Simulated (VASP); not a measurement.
Runs of VASP 6.6.1 on Ge2Sb2Te5. The structure is that of space group P-3m1 (No. 164), or close to it. The cells are those of the table. 

```csv
cell,gap on the mesh (eV),pressure (GPa),largest force (eV/Å)
"a = 4.530, b = 4.530, c = 16.030 Å, angles 90.0, 90.0, 120.0°, 9 atoms",none,(b),0.32
"a = 4.020, b = 4.020, c = 19.267 Å, angles 90.0, 90.0, 120.0°, 9 atoms",none,2.9,0.20
"a = 4.389, b = 4.389, c = 19.800 Å, angles 90.0, 90.0, 120.0°, 9 atoms",(a),-4.8,0.92
"a = 4.178, b = 4.178, c = 18.844 Å, angles 90.0, 90.0, 120.0°, 9 atoms",none,0.1,0.16
```

Alike in all rows: task single point; level PBE; potentials or basis VASP PAW PBE potentials, release 64 (Ge_d, Sb, Te); no spin polarisation; k mesh 12 × 12 × 2; cutoff (eV) 520; smearing gaussian 0.03 eV.

**Question.** Estimate the missing entries.

**Answer.** (a) 0.05; (b) -0.5.

Caveats: spin-orbit coupling is left out, which moves the levels of the heavy elements; this functional lacks dispersion, which binds layers or chains, so the pressure and a relaxed spacing across them are unreliable; the cell stands under tension (at least some runs).

A k mesh can miss the band edges, and the runs leave out spin-orbit coupling on Ge, Sb, Te.

A gap of «none» marks levels without a gap at the run's occupations.
